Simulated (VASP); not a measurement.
# NiO (Fm-3m) in VASP: a series of runs

NiO is run at these levels: PBEsol+U; tasks: single point.

Everything below comes from runs of VASP 6.6.1. Logs are shortened: lines on timing, memory, paths and dates and some standing lists are left out, and cuts for length are marked.

### 1 The cell of the first run

It takes space group Fm-3m (No. 225, cubic). The conventional cell has a = 4.183 Å, b = 4.183 Å, c = 4.183 Å, α = 90.00°, β = 90.00°, γ = 90.00°. Within 2.8 Å of Ni (site symmetry m-3m) lie 6 O at 2.09 Å. Within 2.8 Å of O (site symmetry m-3m) lie 6 Ni at 2.09 Å.

### 2 Single point, PBEsol+U, collinear spin, zero start

The input, INCAR:

```
ALGO = Normal
EDIFF = 1E-6
ENCUT = 600
GGA = PS
GGA_COMPAT = False
ISIF = 2
ISMEAR = 0
ISPIN = 2
LASPH = True
LCHARG = False
LDAU = True
LDAUJ = 0 0
LDAUL = 2 -1
LDAUPRINT = 1
LDAUTYPE = 2
LDAUU = 4 0
LMAXMIX = 4
LORBIT = 11
LREAL = False
LWAVE = False
MAGMOM = 0 0
NBANDS = 23
NELM = 200
NUPDOWN = 0.0
PREC = Accurate
SIGMA = 0.05
```

The input, KPOINTS:

```
k-points
0
Gamma
  8 8 8
```

The input, POSCAR:

```
NiO
1.0
    0.0000000000      2.0913095100      2.0913095100
    2.0913095100      0.0000000000      2.0913095100
    2.0913095100      2.0913095100      0.0000000000
Ni O
1 1
Direct
    0.0000000000      0.0000000000      0.0000000000
    0.5000000000      0.5000000000      0.5000000000
```

Potentials or basis: VASP PAW PBE potentials, release 64 (Ni_sv_GW, O).

Run with:

```sh
$ cat potpaw_PBE.64/Ni_sv_GW/POTCAR potpaw_PBE.64/O/POTCAR > POTCAR
$ mpirun -np 1 vasp_std > vasp.out
```

OUTCAR:

```text
EDIFF = 1E-6
   ENCUT = 600
   GGA = PS
   ISIF = 2
   ISMEAR = 0
   ISPIN = 2
   LASPH = True
   LORBIT = 11
   LREAL = False
   NELM = 200
   NUPDOWN = 0.0
   PREC = Accurate

 ion  position               nearest neighbor table
   1  0.000  0.000  0.000-   2 2.09   2 2.09   2 2.09   2 2.09   2 2.09   2 2.09
   2  0.500  0.500  0.500-   1 2.09   1 2.09   1 2.09   1 2.09   1 2.09   1 2.09

  LATTYP: Found a face centered cubic cell.
 ALAT       =     4.1826190200

  Lattice vectors:

 A1 = (   0.0000000000,   2.0913095100,   2.0913095100)
 A2 = (   2.0913095100,   0.0000000000,   2.0913095100)
 A3 = (   2.0913095100,   2.0913095100,   0.0000000000)

Analysis of symmetry for initial positions (statically):
=====================================================================
 Subroutine PRICEL returns:
 Original cell was already a primitive cell.

 Routine SETGRP: Setting up the symmetry group for a
 face centered cubic supercell.

 Subroutine GETGRP returns: Found 48 space group operations
 (whereof 48 operations were pure point group operations)
 out of a pool of 48 trial point group operations.

The static configuration has the point symmetry O_h .

Analysis of symmetry for dynamics (positions and initial velocities):
=====================================================================
 Subroutine PRICEL returns:
 Original cell was already a primitive cell.

 Routine SETGRP: Setting up the symmetry group for a
 face centered cubic supercell.

 Subroutine GETGRP returns: Found 48 space group operations
 (whereof 48 operations were pure point group operations)
 out of a pool of 48 trial point group operations.

The dynamic configuration has the point symmetry O_h .

Analysis of structural, dynamic, and magnetic symmetry:
=====================================================================
 Subroutine PRICEL returns:
 Original cell was already a primitive cell.

 Routine SETGRP: Setting up the symmetry group for a
 face centered cubic supercell.

 Subroutine GETGRP returns: Found 48 space group operations
 (whereof 48 operations were pure point group operations)
 out of a pool of 48 trial point group operations.

The overall configuration has the point symmetry O_h .

 Subroutine INISYM returns: Found 48 space group operations
 (whereof 48 operations are pure point group operations),
 and found     1 'primitive' translations

----------------------------------------------------------------------------------------

                                     Primitive cell

  volume of cell :      18.2930

  direct lattice vectors                    reciprocal lattice vectors
     0.000000000  2.091309510  2.091309510    -0.239084649  0.239084649  0.239084649
     2.091309510  0.000000000  2.091309510     0.239084649 -0.239084649  0.239084649
     2.091309510  2.091309510  0.000000000     0.239084649  0.239084649 -0.239084649

  length of vectors
     2.957558272  2.957558272  2.957558272     0.414106759  0.414106759  0.414106759

  position of ions in fractional coordinates (direct lattice)
     0.000000000  0.000000000  0.000000000
     0.500000000  0.500000000  0.500000000

  ion indices of the primitive-cell ions
   primitive index   ion index
                 1           1
                 2           2

----------------------------------------------------------------------------------------

 KPOINTS: k-points

Automatic generation of k-mesh.
 Grid dimensions read from file:
 generate k-points for:    8    8    8

 Generating k-lattice:

  Cartesian coordinates                     Fractional coordinates (reciprocal lattice)
    -0.029885581  0.029885581  0.029885581     0.125000000  0.000000000  0.000000000
     0.029885581 -0.029885581  0.029885581     0.000000000  0.125000000  0.000000000
     0.029885581  0.029885581 -0.029885581     0.000000000  0.000000000  0.125000000

  Length of vectors
     0.051763345  0.051763345  0.051763345

  Shift w.r.t. Gamma in fractional coordinates (k-lattice)
     0.000000000  0.000000000  0.000000000

 Subroutine IBZKPT returns following result:
 ===========================================

 Found     29 irreducible k-points:

 Following reciprocal coordinates:
            Coordinates               Weight
  0.000000  0.000000  0.000000      1.000000
  0.125000  0.000000  0.000000      8.000000
  0.250000  0.000000  0.000000      8.000000
  0.375000  0.000000  0.000000      8.000000
  0.500000  0.000000  0.000000      4.000000
  0.125000  0.125000  0.000000      6.000000
[... 16 lines left out ...]
  0.500000  0.250000  0.125000     48.000000
 -0.375000  0.250000  0.125000     24.000000
 [... further k-points ...]
   k-points           NKPTS =     29   k-points in BZ     NKDIM =     29   number of bands    NBANDS=     23
   number of dos      NEDOS =    301   number of ions     NIONS =      2
   total plane-waves  NPLWV =  13824
   dimension x,y,z NGX =    24 NGY =   24 NGZ =   24
   dimension x,y,z NGXF=    48 NGYF=   48 NGZF=   48
   ions per type =               1   1
   NGX,Y,Z   is equivalent  to a cutoff of  13.49, 13.49, 13.49 a.u.
   NGXF,Y,Z  is equivalent  to a cutoff of  26.98, 26.98, 26.98 a.u.
 SYSTEM =  unknown system
   PREC   = accura    normal or accurate (medium, high low for compatibility)
   ISTART =      0    job   : 0-new  1-cont  2-samecut
   ICHARG =      2    charge: 1-file 2-atom 10-const
   ISPIN  =      2    spin polarized calculation?
   LNONCOLLINEAR =      F non collinear calculations
   LSORBIT =      F    spin-orbit coupling
   LASPH  =      T    aspherical Exc in radial PAW
   ENCUT  =  600.0 eV  44.10 Ry    6.64 a.u.   5.91  5.91  5.91*2*pi/ulx,y,z
   NELM   =    200;   NELMIN=  2; NELMDL= -5     # of ELM steps
   EDIFF  = 0.1E-05   stopping-criterion for ELM
   LREAL  =      F    real-space projection
   EDIFFG = 0.1E-04   stopping-criterion for IOM
   NSW    =      0    number of steps for IOM
   IBRION =     -1    ionic relax: 0-MD 1-quasi-New 2-CG
   NFREE  =      0    steps in history (QN), initial steepest desc. (CG)
   ISIF   =      2    stress and relaxation
   ISYM   =      2    0-nonsym 1-usesym 2-fastsym
   POTIM  = 0.5000    time-step for ionic-motion
   TEBEG  =    0.0;   TEEND  =   0.0 temperature during run
   PSTRESS=    0.0 pullay stress
   NELECT =      24.0000    total number of electrons
   NUPDOWN=       0.0000    fix difference up-down
   EMIN   =  10.00;   EMAX   =-10.00  energy-range for DOS
   EFERMI =   0.00;   METHOD = LEGACY
   ISMEAR =     0;   SIGMA  =   0.05  broadening in eV -4-tet -1-fermi 0-gaus
   EFERMI_NEDOS =   21; number of points for ismear=-14 and -15
   IALGO  =     38    algorithm
   IMIX   =      4    mixing-type and parameters
     AMIX     =   0.40;   BMIX     =  1.00
     AMIX_MAG =   1.60;   BMIX_MAG =  1.00
  volume/ion in A,a.u.               =       9.15        61.72
  Fermi-wavevector in a.u.,A,eV,Ry     =   1.792188  3.386745 43.701074  3.211938
  Thomas-Fermi vector in A             =   2.854603
   LORBIT       =     11    0 simple, 1 ext, 2 COOP (PROOUT), +10 PAW based schemes
 LDA+U is selected, type is set to LDAUTYPE =  2
   angular momentum for each species LDAUL =     2   -1
   U (eV)           for each species LDAUU =   4.0  0.0
   J (eV)           for each species LDAUJ =   0.0  0.0
   GGA     = PS    functional components
   LHFCALC =     F    Hartree Fock is set to
   AEXX    =    0.0000 exact exchange contribution
   IVDW    =     0    specifies the selected vdW correction
   LEPSILON=     F    determine dielectric tensor
   LRPA    =     F    only Hartree local field effects (RPA)
 spin polarized calculation
 Gauss-broadening in eV      SIGMA  =   0.05
  energy-cutoff  :      600.00
  volume of cell :       18.29
 maximum number of plane-waves:       620
   NGX = 11   NGY = 11   NGZ = 11

 number of electron      24.0000013 magnetization      -0.0000000

atom =   1  type =  1  l = 2

 onsite density matrix

spin component  1

  0.9181 -0.0000  0.0000  0.0000  0.0000
 -0.0000  0.9181 -0.0000  0.0000  0.0000
  0.0000 -0.0000  0.6038  0.0000 -0.0000
  0.0000  0.0000  0.0000  0.9181  0.0000
  0.0000  0.0000 -0.0000  0.0000  0.6038

spin component  2

  0.9181 -0.0000  0.0000 -0.0000  0.0000
 -0.0000  0.9181 -0.0000  0.0000  0.0000
  0.0000 -0.0000  0.6038  0.0000 -0.0000
 -0.0000  0.0000  0.0000  0.9181  0.0000
  0.0000  0.0000 -0.0000  0.0000  0.6038

 occupancies and eigenvectors

  o =  0.6038  v =  0.0000  0.0000  0.0000  0.0000  0.0000  0.0000  0.0000  0.0362 -0.0000  0.9993      0.0000  0.0000  0.0000  0.0000  0.0000  0.0000  0.0000  0.0000  0.0000  0.0000
  o =  0.6038  v =  0.0000  0.0000  0.0000  0.0000  0.0000  0.0000  0.0000  0.9993  0.0000 -0.0362      0.0000  0.0000  0.0000  0.0000  0.0000  0.0000  0.0000  0.0000  0.0000  0.0000
  o =  0.6038  v =  0.0000  0.0000  0.1621 -0.0000 -0.9868  0.0000  0.0000  0.0000  0.0000  0.0000      0.0000  0.0000  0.0000  0.0000  0.0000  0.0000  0.0000  0.0000  0.0000  0.0000
  o =  0.6038  v =  0.0000  0.0000  0.9868 -0.0000  0.1621  0.0000  0.0000  0.0000  0.0000  0.0000      0.0000  0.0000  0.0000  0.0000  0.0000  0.0000  0.0000  0.0000  0.0000  0.0000
  o =  0.9181  v =  1.0000  0.0000  0.0000  0.0000  0.0000  0.0000  0.0000  0.0000  0.0000  0.0000      0.0000  0.0000  0.0000  0.0000  0.0000  0.0000  0.0000  0.0000  0.0000  0.0000
  o =  0.9181  v =  0.0000 -0.1563  0.0000  0.9877 -0.0000  0.0000  0.0000  0.0000  0.0000  0.0000      0.0000  0.0000  0.0000  0.0000  0.0000  0.0000  0.0000  0.0000  0.0000  0.0000
  o =  0.9181  v =  0.0000 -0.9877  0.0000 -0.1563  0.0000  0.0000  0.0000  0.0000  0.0000  0.0000      0.0000  0.0000  0.0000  0.0000  0.0000  0.0000  0.0000  0.0000  0.0000  0.0000
  o =  0.9181  v =  0.0000  0.0000  0.0000  0.0000  0.0000  0.0000  0.4659 -0.0000  0.8848 -0.0000      0.0000  0.0000  0.0000  0.0000  0.0000  0.0000  0.0000  0.0000  0.0000  0.0000
  o =  0.9181  v =  0.0000  0.0000  0.0000  0.0000  0.0000  1.0000  0.0000  0.0000  0.0000  0.0000      0.0000  0.0000  0.0000  0.0000  0.0000  0.0000  0.0000  0.0000  0.0000  0.0000
  o =  0.9181  v =  0.0000  0.0000  0.0000  0.0000  0.0000  0.0000  0.8848 -0.0000 -0.4659 -0.0000      0.0000  0.0000  0.0000  0.0000  0.0000  0.0000  0.0000  0.0000  0.0000  0.0000

 number of electron      24.0000013 magnetization       0.0000000

 Free energy of the ion-electron system (eV)
  ---------------------------------------------------
  ext. energy  EPLUGINS =         0.00000000
  ---------------------------------------------------
  free energy    TOTEN  =       -10.36812532 eV

  energy without entropy =      -10.36311905  energy(sigma->0) =      -10.36562219

 E-fermi :   6.7549     XC(G=0): -13.2630

 val. band max:        6.6853647699   @ k =   0.3750   0.2500   0.0000
 cond. band min:       6.7597893158   @ k =  -0.3750   0.3750   0.0000
 fundamental gap:      0.0744245459
 Fermi energy:         6.7548720574

 spin component 1

 k-point     1 :       0.0000    0.0000    0.0000
  band No.  band energies     occupation
      1     -95.5194      1.00000
      2     -56.0925      1.00000
      3     -56.0925      1.00000
      4     -56.0925      1.00000
      5     -13.6766      1.00000
      6       3.5718      1.00000
[... 15 lines left out ...]
     22      32.5300      0.00000
     23      32.5300      0.00000
[... 575 lines left out ...]
      1     -95.5158      1.00000
      2     -56.1212      1.00000
      3     -56.1053      1.00000
      4     -56.0996      1.00000
      5     -12.2223      1.00000
      6      -0.8841      1.00000
[... 15 lines left out ...]
     22      37.0330      0.00000
     23      37.7596      0.00000

 [... further k-points ...]

 spin component 2

 k-point     1 :       0.0000    0.0000    0.0000
  band No.  band energies     occupation
      1     -95.5194      1.00000
      2     -56.0925      1.00000
      3     -56.0925      1.00000
      4     -56.0925      1.00000
      5     -13.6766      1.00000
      6       3.5718      1.00000
[... 15 lines left out ...]
     22      32.5300      0.00000
     23      32.5300      0.00000
[... 575 lines left out ...]
      1     -95.5158      1.00000
      2     -56.1212      1.00000
      3     -56.1053      1.00000
      4     -56.0996      1.00000
      5     -12.2223      1.00000
      6      -0.8841      1.00000
[... 15 lines left out ...]
     22      37.0330      0.00000
     23      37.7596      0.00000

 [... further k-points ...]
[... 5 lines left out ...]
  --------------------------------------------------------------------------------------
  -------------------------------------------------------------------------------------
  Total       -1.9478140     -1.9478140     -1.9478140      0.0000000      0.0000000     -0.0000000
  in kB     -170.5976885   -170.5976885   -170.5976885      0.0000000      0.0000000     -0.0000000
  external PRESSURE =    -170.5976885 kB  Pullay stress =       0.0000000 kB

 VOLUME and BASIS-vectors are now :
 -----------------------------------------------------------------------------
  energy-cutoff  :      600.00
  volume of cell :       18.29
      direct lattice vectors                 reciprocal lattice vectors
     0.000000000  2.091309510  2.091309510    -0.239084649  0.239084649  0.239084649
     2.091309510  0.000000000  2.091309510     0.239084649 -0.239084649  0.239084649
     2.091309510  2.091309510  0.000000000     0.239084649  0.239084649 -0.239084649

 POSITION                                       TOTAL-FORCE (eV/Angst)
 -----------------------------------------------------------------------------------
      0.00000      0.00000      0.00000         0.000000      0.000000      0.000000
      2.09131      2.09131      2.09131         0.000000     -0.000000     -0.000000
 -----------------------------------------------------------------------------------
    total drift:                                0.000000     -0.000000     -0.000000

  FREE ENERGIE OF THE ION-ELECTRON SYSTEM (eV)
  ---------------------------------------------------
  free  energy   TOTEN  =       -10.3681253208 eV

  energy  without entropy=      -10.3631190543  energy(sigma->0) =      -10.36562219

 total charge

# of ion       s       p       d       f       tot
--------------------------------------------------
    1        2.147   6.207   7.893   0.009  16.256
    2        1.568   3.339   0.000   0.000   4.907
--------------------------------------------------
tot          3.715   9.545   7.893   0.009  21.163

 magnetization (x)

# of ion       s       p       d       f       tot
--------------------------------------------------
    1       -0.000   0.000   0.000   0.000   0.000
    2       -0.000   0.000   0.000   0.000  -0.000
--------------------------------------------------
tot         -0.000   0.000   0.000   0.000   0.000
```

Run time: 15 s. Hardware: 1 thread of Intel Xeon 6975P-C (Granite Rapids), shared host; peak memory 0.17 GiB.

Results:

```yaml
Free_energy: -10.3681 eV
Pressure: -17.1 GPa
Net_moment: 0.00 μB per cell
Valence_electrons_inside_the_program's_atomic_spheres: Ni 16.26; O 4.91
```

Eigenvalues of the final occupation matrices:
```csv
site,spin,trace,eigenvalues
site 1 d,1,3.96,0.60 0.60 0.92 0.92 0.92
site 1 d,2,3.96,0.60 0.60 0.92 0.92 0.92
```

Caveat: the PAW data sets were made with another functional, which shifts forces and pressure a little; the total moment is fixed, so each spin has its own Fermi level.

### 3 Single point, PBEsol+U, collinear spin, ferromagnetic start

The input, INCAR:

```
ALGO = Normal ; EDIFF = 1E-6
ENCUT = 600 ; GGA = PS
GGA_COMPAT = F ; ISIF = 2
ISMEAR = 0 ; ISPIN = 2
LASPH = T ; LCHARG = F
LDAU = T ; LDAUJ = 0 0
LDAUL = 2 -1 ; LDAUPRINT = 1
LDAUTYPE = 2 ; LDAUU = 4 0
LMAXMIX = 4 ; LORBIT = 11
LREAL = F ; LWAVE = F
MAGMOM = 1.83 0.29 ; NBANDS = 23
NELM = 200 ; NUPDOWN = 2.0
PREC = Accurate ; SIGMA = 0.05
```

KPOINTS is that of step 2.

POSCAR is that of step 2.

Potentials or basis: VASP PAW PBE potentials, release 64 (Ni_sv_GW, O).

Run with:

```sh
$ cat potpaw_PBE.64/Ni_sv_GW/POTCAR potpaw_PBE.64/O/POTCAR > POTCAR
$ mpirun -np 1 vasp_std > vasp.out
```

It took 57 s on 1 thread of AMD EPYC 7R13 (Zen 3), shared host; peak memory 0.14 GiB.

It converged, with:

```yaml
Free_energy: -11.7042 eV
Pressure: -3.3 GPa
Net_moment: 2.00 μB per cell
Site_moments: Ni +1.73; O +0.23 μB
Valence_electrons_inside_the_program's_atomic_spheres: Ni 16.14; O 5.00
```

Eigenvalues of the final occupation matrices:
| site | spin | trace | eigenvalues |
| --- | --- | --- | --- |
| site 1 d | 1 | 4.73 | 0.93 0.93 0.93 0.97 0.97 |
| site 1 d | 2 | 3.02 | 0.13 0.13 0.92 0.92 0.92 |

Caveat: the PAW data sets were made with another functional, which shifts forces and pressure a little; the total moment is fixed, so each spin has its own Fermi level; a cell with one magnetic atom can't hold antiferromagnetic order, which such compounds often take.
